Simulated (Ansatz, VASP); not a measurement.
# One calculation of Ni, two programs

The input INCAR:

```
PREC = Accurate
ENCUT = 520
EDIFF = 1E-7
ISMEAR = -1
SIGMA = 0.1
LREAL = F
LASPH = T
NELM = 150
ALGO = Normal
ISIF = 2
LWAVE = F
LCHARG = F
ISPIN = 2
MAGMOM = 0.2
LORBIT = 11
LMAXMIX = 4
GGA = PE
NBANDS = 15
```

The input KPOINTS:

```
Automatic mesh
0
Gamma
  14 14 14
```

File POSCAR:

```
Ni
1.0
    0.0000000000      1.7597000000      1.7597000000
    1.7597000000      0.0000000000      1.7597000000
    1.7597000000      1.7597000000      0.0000000000
Ni
1
Direct
    0.0000000000      0.0000000000      0.0000000000
```

Input for Ansatz:

```yaml
crystal:
  lattice:
    - [0.0, 1.7597, 1.7597]
    - [1.7597, 0.0, 1.7597]
    - [1.7597, 1.7597, 0.0]
  atoms:
    - { symbol: Ni, position: [0.0, 0.0, 0.0], spin: 0.2 }
magnetization:
  spin_polarized: true
hamiltonian:
  xc: pbe
  pseudopotentials: { kind: paw }
basis:
  ecutwfc: 420
kpoints:
  mp_grid: { grid: [14, 14, 14] }
scf:
  occupations: { method: fermi_dirac, width: 0.1 }
  lower_state_search: "off"
output:
  forces: true
  stress: true
```

Change from the starting cell: parallel moments scaled by 0.1, free total moment.

Alike in both runs: task single point; functional PBE; k mesh 14 × 14 × 14; occupations fermi-dirac, width 0.1 eV; collinear spin.

|  | VASP | Ansatz |
| --- | --- | --- |
| version | VASP 6.6.1 | Ansatz 0.2.0 |
| potentials or method | VASP PAW PBE potentials, release 64 (Ni), cutoff 520 eV | PAW, plane waves, scalar-relativistic |
| valence electrons in the cell | 10 | 18 |

```csv
,VASP,Ansatz,Ansatz less VASP
pressure (GPa),0.1,0.2,+0.10
net moment per atom (μB),0.59,0.61,+0.017
size of the moment on the site where the two differ most (μB),0.61,0.65,+0.043
```

Site moments also hang on the region over which each program counts them. VASP's potentials hold 10 valence electrons a cell and Ansatz's 18, so a difference there can come from the potentials and not from the codes.
